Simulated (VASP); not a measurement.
# MgGe64 (a cell with a defect) in VASP: a series of runs

The runs below take MgGe64 (a cell with a defect) through single point, with PBEsol.

Program: VASP 6.6.1. These are calculated values, not measurements. Logs are shortened: lines on timing, memory, paths and dates and some standing lists are left out, and cuts for length are marked.

**1. The cell of the first run**

The cell holds a defect, 65 atoms: a = 11.351 Å, b = 11.351 Å, c = 11.351 Å, α = 90.00°, β = 90.00°, γ = 90.00°.

**2. Single point, PBEsol**

INCAR

```
PREC = Accurate
ENCUT = 410
EDIFF = 1E-6
ISMEAR = -1
SIGMA = 0.05
LREAL = Auto
LASPH = T
NELM = 120
ALGO = Normal
ISIF = 2
LWAVE = F
LCHARG = T
GGA = PS
LELF = T
LVHAR = T
ISYM = -1
NBANDS = 487
GGA_COMPAT = F
KPAR = 1
```

KPOINTS

```
explicit points
1
Reciprocal
  0.25000000   0.25000000   0.25000000 1
```

POSCAR

```
MgGe64
1.0
   11.3511840000      0.0000000000      0.0000000000
    0.0000000000     11.3511840000      0.0000000000
    0.0000000000      0.0000000000     11.3511840000
Ge Mg
64 1
Direct
    0.9997270000      0.9992610000      0.9993620000
    0.9983010000      0.9978830000      0.4977320000
    0.9982330000      0.4977460000      0.9978300000
    0.0000840000      0.5011620000      0.5012640000
    0.4980910000      0.9978190000      0.9977960000
    0.5016810000      0.9995730000      0.5012700000
    0.5016100000      0.5011530000      0.9996280000
    0.5081650000      0.5076730000      0.5078580000
    0.1249900000      0.1247390000      0.1247120000
    0.1190990000      0.1188260000      0.6322080000
    0.1190130000      0.6324210000      0.1186250000
    0.1256070000      0.6263410000      0.6262730000
    0.6325220000      0.1187630000      0.1186810000
    0.6265960000      0.1253010000      0.6262960000
    0.6265550000      0.6262860000      0.1252940000
    0.6330600000      0.6328310000      0.6326810000
    0.2484490000      0.2479990000      0.9986570000
    0.2421730000      0.2416200000      0.5070760000
    0.2510340000      0.7511690000      0.9979020000
    0.2487730000      0.7504960000      0.5006840000
    0.7514940000      0.2505740000      0.9979300000
    0.7508790000      0.2484240000      0.5007290000
    0.7504000000      0.7500400000      0.9996230000
    0.7519810000      0.7515980000      0.4983680000
    0.3754030000      0.3748450000      0.1214400000
    0.3761500000      0.3757050000      0.6293250000
    0.3758890000      0.8754520000      0.1257400000
    0.3758970000      0.8754890000      0.6251440000
    0.8758300000      0.3755040000      0.1257420000
    0.8759780000      0.3754460000      0.6252080000
    0.8759070000      0.8754380000      0.1252950000
    0.8763590000      0.8759210000      0.6262630000
    0.2485180000      0.9987850000      0.2480220000
    0.2508260000      0.9978120000      0.7509690000
    0.2417090000      0.5070070000      0.2413620000
    0.2487990000      0.5006990000      0.7503540000
    0.7513570000      0.9978390000      0.2504580000
    0.7504530000      0.9996150000      0.7499970000
    0.7508180000      0.5007490000      0.2484540000
    0.7517870000      0.4983130000      0.7514540000
    0.3754240000      0.1214120000      0.3750900000
    0.3756920000      0.1255060000      0.8753400000
    0.3759320000      0.6292350000      0.3757400000
    0.3757910000      0.6250030000      0.8755470000
    0.8756680000      0.1255190000      0.3754680000
    0.8758980000      0.1251730000      0.8755630000
    0.8759430000      0.6250410000      0.3755130000
    0.8761410000      0.6261230000      0.8758570000
    0.9988810000      0.2479670000      0.2481410000
    0.9983060000      0.2505660000      0.7512210000
    0.9982930000      0.7511180000      0.2506860000
    0.9998840000      0.7499870000      0.7501520000
    0.5076180000      0.2415700000      0.2419280000
    0.5009600000      0.2483510000      0.7505130000
    0.5009150000      0.7503080000      0.2485110000
    0.4987230000      0.7515060000      0.7516510000
    0.1217370000      0.3748620000      0.3749580000
    0.1261540000      0.3755180000      0.8754400000
    0.1261300000      0.8755150000      0.3754170000
    0.1256190000      0.8754730000      0.8754800000
    0.6297880000      0.3757800000      0.3758340000
    0.6254540000      0.3753680000      0.8754970000
    0.6254490000      0.8754480000      0.3753720000
    0.6266900000      0.8759030000      0.8758690000
    0.3749410000      0.3750730000      0.3743110000
```

Potentials or basis: VASP PAW PBE potentials, release 64 (Ge_d, Mg).

Started as:

```sh
cat potpaw_PBE.64/Ge_d/POTCAR potpaw_PBE.64/Mg/POTCAR > POTCAR
mpirun -np 4 vasp_std > vasp.out
```

OUTCAR:

```text
PREC = Accurate
   ENCUT = 410
   EDIFF = 1E-6
   ISMEAR = -1
   LREAL = Auto
   LASPH = T
   NELM = 120
   ISIF = 2
   GGA = PS
   ISYM = -1

 ion  position               nearest neighbor table
   1  1.000  0.999  0.999-  46 2.45  60 2.45  31 2.45   9 2.46
   2  0.998  0.998  0.498-  32 2.44  59 2.44  45 2.44  10 2.47
   3  0.998  0.498  0.998-  48 2.44  58 2.44  29 2.44  11 2.47
   4  0.000  0.501  0.501-  30 2.45  47 2.45  57 2.45  12 2.46
   5  0.498  0.998  0.998-  64 2.44  27 2.44  42 2.44  13 2.47
   6  0.502  1.000  0.501-  28 2.45  63 2.45  41 2.45  14 2.46
   7  0.502  0.501  1.000-  44 2.45  62 2.45  25 2.45  15 2.46
   8  0.508  0.508  0.508-  16 2.46  26 2.53  61 2.53  43 2.53  65 2.62
   9  0.125  0.125  0.125-  49 2.44  17 2.44  33 2.44   1 2.46
  10  0.119  0.119  0.632-  18 2.43  34 2.44  50 2.44   2 2.47
  11  0.119  0.632  0.119-  35 2.43  51 2.44  19 2.44   3 2.47
  12  0.126  0.626  0.626-  20 2.44  36 2.44  52 2.45   4 2.46
  13  0.633  0.119  0.119-  53 2.43  21 2.44  37 2.44   5 2.47
  14  0.627  0.125  0.626-  54 2.44  22 2.44  38 2.45   6 2.46
  15  0.627  0.626  0.125-  55 2.44  39 2.44  23 2.45   7 2.46
  16  0.633  0.633  0.633-  56 2.44  24 2.44  40 2.44   8 2.46
  17  0.248  0.248  0.999-   9 2.44  58 2.45  42 2.45  25 2.47
  18  0.242  0.242  0.507-  10 2.43  41 2.53  57 2.53  26 2.56  65 2.61
  19  0.251  0.751  0.998-  11 2.44  60 2.44  44 2.45  27 2.47
  20  0.249  0.750  0.501-  12 2.44  59 2.44  43 2.45  28 2.47
  21  0.751  0.251  0.998-  13 2.44  46 2.44  62 2.45  29 2.47
  22  0.751  0.248  0.501-  45 2.44  14 2.44  61 2.45  30 2.47
  23  0.750  0.750  1.000-  15 2.45  64 2.45  48 2.45  31 2.47
  24  0.752  0.752  0.498-  16 2.44  47 2.45  63 2.45  32 2.47
  25  0.375  0.375  0.121-   7 2.45  17 2.47  35 2.53  53 2.53  65 2.87
  26  0.376  0.376  0.629-  54 2.45  36 2.45   8 2.53  18 2.56  65 2.89
  27  0.376  0.875  0.126-   5 2.44  55 2.44  33 2.44  19 2.47
  28  0.376  0.875  0.625-  34 2.45  56 2.45   6 2.45  20 2.47
  29  0.876  0.376  0.126-   3 2.44  39 2.44  49 2.44  21 2.47
  30  0.876  0.375  0.625-  50 2.45  40 2.45   4 2.45  22 2.47
  31  0.876  0.875  0.125-  51 2.44  37 2.44   1 2.45  23 2.47
  32  0.876  0.876  0.626-   2 2.44  38 2.45  52 2.45  24 2.47
  33  0.249  0.999  0.248-   9 2.44  27 2.44  59 2.45  41 2.47
  34  0.251  0.998  0.751-  10 2.44  60 2.44  28 2.45  42 2.47
  35  0.242  0.507  0.241-  11 2.43  57 2.53  25 2.53  43 2.56  65 2.61
  36  0.249  0.501  0.750-  12 2.44  58 2.44  26 2.45  44 2.47
  37  0.751  0.998  0.250-  13 2.44  31 2.44  63 2.45  45 2.47
  38  0.750  1.000  0.750-  14 2.45  32 2.45  64 2.45  46 2.47
  39  0.751  0.501  0.248-  15 2.44  29 2.44  61 2.45  47 2.47
  40  0.752  0.498  0.751-  16 2.44  30 2.45  62 2.45  48 2.47
  41  0.375  0.121  0.375-   6 2.45  33 2.47  18 2.53  53 2.53  65 2.88
  42  0.376  0.126  0.875-   5 2.44  54 2.44  17 2.45  34 2.47
  43  0.376  0.629  0.376-  55 2.45  20 2.45   8 2.53  35 2.56  65 2.89
  44  0.376  0.625  0.876-  19 2.45  56 2.45   7 2.45  36 2.47
  45  0.876  0.126  0.375-   2 2.44  22 2.44  49 2.44  37 2.47
  46  0.876  0.125  0.876-  50 2.44  21 2.44   1 2.45  38 2.47
  47  0.876  0.625  0.376-  51 2.45  24 2.45   4 2.45  39 2.47
  48  0.876  0.626  0.876-   3 2.44  52 2.45  23 2.45  40 2.47
  49  0.999  0.248  0.248-   9 2.44  45 2.44  29 2.44  57 2.47
  50  0.998  0.251  0.751-  10 2.44  46 2.44  30 2.45  58 2.47
  51  0.998  0.751  0.251-  11 2.44  31 2.44  47 2.45  59 2.47
  52  1.000  0.750  0.750-  12 2.45  48 2.45  32 2.45  60 2.47
  53  0.508  0.242  0.242-  13 2.43  41 2.53  25 2.53  61 2.56  65 2.61
  54  0.501  0.248  0.751-  14 2.44  42 2.44  26 2.45  62 2.47
  55  0.501  0.750  0.249-  15 2.44  27 2.44  43 2.45  63 2.47
  56  0.499  0.752  0.752-  16 2.44  28 2.45  44 2.45  64 2.47
  57  0.122  0.375  0.375-   4 2.45  49 2.47  35 2.53  18 2.53  65 2.87
  58  0.126  0.376  0.875-   3 2.44  36 2.44  17 2.45  50 2.47
  59  0.126  0.876  0.375-   2 2.44  20 2.44  33 2.45  51 2.47
  60  0.126  0.875  0.875-  34 2.44  19 2.44   1 2.45  52 2.47
  61  0.630  0.376  0.376-  22 2.45  39 2.45   8 2.53  53 2.56  65 2.89
  62  0.625  0.375  0.875-  21 2.45  40 2.45   7 2.45  54 2.47
  63  0.625  0.875  0.375-  37 2.45  24 2.45   6 2.45  55 2.47
  64  0.627  0.876  0.876-   5 2.44  23 2.45  38 2.45  56 2.47
  65  0.375  0.375  0.374-  35 2.61  53 2.61  18 2.61   8 2.62  25 2.87  57 2.87  41 2.88  43 2.89
                            61 2.89  26 2.89

IMPORTANT INFORMATION: All symmetrisations will be switched off!
NOSYMM: (Re-)initialisation of all symmetry stuff for point group C_1.

----------------------------------------------------------------------------------------

                                     Primitive cell

  volume of cell :    1462.5930

  direct lattice vectors                    reciprocal lattice vectors
    11.351184000  0.000000000  0.000000000     0.088096537  0.000000000  0.000000000
     0.000000000 11.351184000  0.000000000     0.000000000  0.088096537  0.000000000
     0.000000000  0.000000000 11.351184000     0.000000000  0.000000000  0.088096537

  length of vectors
    11.351184000 11.351184000 11.351184000     0.088096537  0.088096537  0.088096537

  position of ions in fractional coordinates (direct lattice)
     0.999727000  0.999261000  0.999362000
     0.998301000  0.997883000  0.497732000
     0.998233000  0.497746000  0.997830000
     0.000084000  0.501162000  0.501264000
     0.498091000  0.997819000  0.997796000
     0.501681000  0.999573000  0.501270000
[... 57 lines left out ...]
     0.626690000  0.875903000  0.875869000
     0.374941000  0.375073000  0.374311000

  ion indices of the primitive-cell ions
   primitive index   ion index
                 1           1
                 2           2
                 3           3
                 4           4
                 5           5
                 6           6
[... 57 lines left out ...]
                64          64
                65          65

----------------------------------------------------------------------------------------

 KPOINTS: explicit points

Read explicit list of k-points.

 Found      1 k-points:

 Following reciprocal coordinates:
            Coordinates               Weight
  0.250000  0.250000  0.250000      1.000000
   k-points           NKPTS =      1   k-points in BZ     NKDIM =      1   number of bands    NBANDS=    488
   number of dos      NEDOS =    301   number of ions     NIONS =     65
   total plane-waves  NPLWV = 512000
   dimension x,y,z NGX =    80 NGY =   80 NGZ =   80
   dimension x,y,z NGXF=   160 NGYF=  160 NGZF=  160
   ions per type =              64   1
   NGX,Y,Z   is equivalent  to a cutoff of  11.72, 11.72, 11.72 a.u.
   NGXF,Y,Z  is equivalent  to a cutoff of  23.43, 23.43, 23.43 a.u.
 SYSTEM =  unknown system
   PREC   = accura    normal or accurate (medium, high low for compatibility)
   ISTART =      0    job   : 0-new  1-cont  2-samecut
   ICHARG =      2    charge: 1-file 2-atom 10-const
   ISPIN  =      1    spin polarized calculation?
   LNONCOLLINEAR =      F non collinear calculations
   LSORBIT =      F    spin-orbit coupling
   LASPH  =      T    aspherical Exc in radial PAW
   ENCUT  =  410.0 eV  30.13 Ry    5.49 a.u.  18.74 18.74 18.74*2*pi/ulx,y,z
   NELM   =    120;   NELMIN=  2; NELMDL= -5     # of ELM steps
   EDIFF  = 0.1E-05   stopping-criterion for ELM
   LREAL  =      T    real-space projection
   EDIFFG = 0.1E-04   stopping-criterion for IOM
   NSW    =      0    number of steps for IOM
   IBRION =     -1    ionic relax: 0-MD 1-quasi-New 2-CG
   NFREE  =      0    steps in history (QN), initial steepest desc. (CG)
   ISIF   =      2    stress and relaxation
   ISYM   =     -1    0-nonsym 1-usesym 2-fastsym
   POTIM  = 0.5000    time-step for ionic-motion
   TEBEG  =    0.0;   TEEND  =   0.0 temperature during run
   PSTRESS=    0.0 pullay stress
   NELECT =     898.0000    total number of electrons
   NUPDOWN=      -1.0000    fix difference up-down
   EMIN   =  10.00;   EMAX   =-10.00  energy-range for DOS
   EFERMI =   0.00;   METHOD = LEGACY
   ISMEAR =    -1;   SIGMA  =   0.05  broadening in eV -4-tet -1-fermi 0-gaus
   EFERMI_NEDOS =   21; number of points for ismear=-14 and -15
   IALGO  =     38    algorithm
   IMIX   =      4    mixing-type and parameters
     AMIX     =   0.40;   BMIX     =  1.00
     AMIX_MAG =   1.60;   BMIX_MAG =  1.00
  volume/ion in A,a.u.               =      22.50       151.85
  Fermi-wavevector in a.u.,A,eV,Ry     =   1.391423  2.629408 26.341660  1.936057
  Thomas-Fermi vector in A             =   2.515263
   LORBIT       =      0    0 simple, 1 ext, 2 COOP (PROOUT), +10 PAW based schemes
   GGA     = PS    functional components
   LHFCALC =     F    Hartree Fock is set to
   AEXX    =    0.0000 exact exchange contribution
   IVDW    =     0    specifies the selected vdW correction
   LEPSILON=     F    determine dielectric tensor
   LRPA    =     F    only Hartree local field effects (RPA)
 non-spin polarized calculation
  energy-cutoff  :      410.00
  volume of cell :     1462.59
 maximum number of plane-waves:     27574
 NGX is ok and might be reduce to    80
   NGX = 37   NGY = 37   NGZ = 37

 number of electron     897.9999652 magnetization

 Free energy of the ion-electron system (eV)
  ---------------------------------------------------
  ext. energy  EPLUGINS =         0.00000000
  ---------------------------------------------------
  free energy    TOTEN  =      -316.13031565 eV

  energy without entropy =     -316.11943330  energy(sigma->0) =     -316.12487447

 E-fermi :   5.1913     XC(G=0): -10.1353

 val. band max:        4.9577363939   @ k =   0.2500   0.2500   0.2500
 cond. band min:       5.4299111878   @ k =   0.2500   0.2500   0.2500
 fundamental gap:      0.4721747939
 Fermi energy:         5.1913436040

 k-point     1 :       0.2500    0.2500    0.2500
  band No.  band energies     occupation
      1     -20.0424      2.00000
      2     -20.0244      2.00000
      3     -20.0162      2.00000
      4     -20.0160      2.00000
      5     -20.0155      2.00000
      6     -20.0150      2.00000
[... 453 lines left out ...]
    460       6.2540      0.00000
    461       6.3309      0.00000
 [bands above 461 left out]

------------------------ aborting loop because EDIFF is reached ----------------------------------------

  FORCE on cell =-STRESS in cart. coord.  units (eV):
  Direction    XX          YY          ZZ          XY          YZ          ZX
  --------------------------------------------------------------------------------------
  -------------------------------------------------------------------------------------
  Total        8.4182891      8.4198323      8.4111461    -19.5195158    -19.5111694    -19.5039458
  in kB        9.2216986      9.2233891      9.2138740    -21.3823844    -21.3732414    -21.3653285
  external PRESSURE =       9.2196539 kB  Pullay stress =       0.0000000 kB

 VOLUME and BASIS-vectors are now :
 -----------------------------------------------------------------------------
  energy-cutoff  :      410.00
  volume of cell :     1462.59
      direct lattice vectors                 reciprocal lattice vectors
    11.351184000  0.000000000  0.000000000     0.088096537  0.000000000  0.000000000
     0.000000000 11.351184000  0.000000000     0.000000000  0.088096537  0.000000000
     0.000000000  0.000000000 11.351184000     0.000000000  0.000000000  0.088096537

 POSITION                                       TOTAL-FORCE (eV/Angst)
 -----------------------------------------------------------------------------------
     11.34809     11.34280     11.34394        -0.000122     -0.001284      0.000641
     11.33190     11.32715      5.64985        -0.000457      0.000348      0.006069
     11.33113      5.65001     11.32655         0.001332      0.006690      0.002374
      0.00095      5.68878      5.68994        -0.005392      0.001367      0.001417
      5.65392     11.32643     11.32617         0.007704      0.001688      0.002528
      5.69467     11.34634      5.69001        -0.000253     -0.005135     -0.001094
[... 57 lines left out ...]
      7.11367      9.94254      9.94215        -0.005563     -0.000215      0.000690
      4.25602      4.25752      4.24887         0.014452      0.000438      0.026096
 -----------------------------------------------------------------------------------
    total drift:                                0.024795      0.010701      0.012453

  FREE ENERGIE OF THE ION-ELECTRON SYSTEM (eV)
  ---------------------------------------------------
  free  energy   TOTEN  =      -316.1303156458 eV

  energy  without entropy=     -316.1194332964  energy(sigma->0) =     -316.12487447
```

It took 4.8 min on 4 MPI ranks of AMD EPYC 9R45 (Zen 5), shared host; peak memory 0.46 GiB.

What came out:

```yaml
Free_energy: -316.1303 eV
Pressure: 0.9 GPa
Largest_force: 0.030 eV/Å
```

Forces in eV/Å, atoms in the order of the input:
```
Ge   0.000 -0.001  0.001
Ge   0.000  0.000  0.006
Ge   0.001  0.007  0.002
Ge  -0.005  0.001  0.001
Ge   0.008  0.002  0.003
Ge   0.000 -0.005 -0.001
Ge   0.000 -0.001  0.000
Ge   0.001  0.010 -0.001
Ge   0.000 -0.003 -0.003
Ge   0.002  0.001  0.000
Ge   0.000 -0.001 -0.001
Ge  -0.001 -0.001  0.001
Ge   0.004 -0.001  0.001
Ge   0.004  0.000 -0.001
Ge   0.003 -0.002 -0.003
Ge   0.004 -0.001  0.004
Ge   0.000  0.002 -0.002
Ge  -0.006  0.003 -0.015
Ge  -0.003  0.001 -0.002
Ge   0.002  0.001  0.000
Ge   0.004  0.000  0.000
Ge   0.001 -0.001  0.003
Ge   0.003 -0.001 -0.002
Ge   0.000 -0.001  0.004
Ge  -0.001 -0.002  0.009
Ge  -0.003 -0.003  0.001
Ge   0.001 -0.004 -0.007
Ge  -0.003 -0.002 -0.001
Ge  -0.006 -0.001 -0.008
Ge  -0.003 -0.002 -0.003
Ge  -0.002  0.002  0.001
Ge  -0.002 -0.002 -0.004
Ge  -0.002 -0.003  0.003
Ge   0.001  0.001  0.001
Ge   0.001 -0.009  0.001
Ge   0.000 -0.001  0.000
Ge   0.004  0.000 -0.002
Ge   0.001 -0.001  0.002
Ge  -0.001 -0.003 -0.003
Ge   0.000  0.008 -0.001
Ge  -0.001  0.009 -0.003
Ge   0.002 -0.002  0.001
Ge  -0.004 -0.003 -0.002
Ge   0.001  0.003  0.002
Ge  -0.003 -0.003  0.001
Ge  -0.002  0.005  0.001
Ge   0.000  0.003  0.002
Ge  -0.003 -0.003  0.004
Ge   0.001  0.002  0.000
Ge   0.000 -0.001  0.003
Ge  -0.002  0.002 -0.002
Ge   0.000  0.002 -0.002
Ge  -0.018  0.001 -0.012
Ge  -0.001 -0.001 -0.001
Ge   0.001  0.005 -0.002
Ge   0.006  0.001 -0.001
Ge   0.013 -0.002 -0.003
Ge  -0.007 -0.002 -0.002
Ge  -0.003 -0.002  0.001
Ge   0.002 -0.001  0.003
Ge   0.003 -0.001 -0.002
Ge   0.002  0.001  0.002
Ge   0.001 -0.001  0.003
Ge  -0.006  0.000  0.001
Mg   0.014  0.000  0.026
```

Levels at points of the mesh, in eV from the Fermi level:
```
           k point  band 446  band 447  band 448  band 449  band 450  band 451  band 452  band 453
(0.25, 0.25, 0.25)     -1.28     -0.72     -0.72     -0.23      0.24      0.39      0.39      0.53
```

Caveat: the PAW data sets were made with another functional, which shifts forces and pressure a little.

(Part 1 of 2 ends here.)
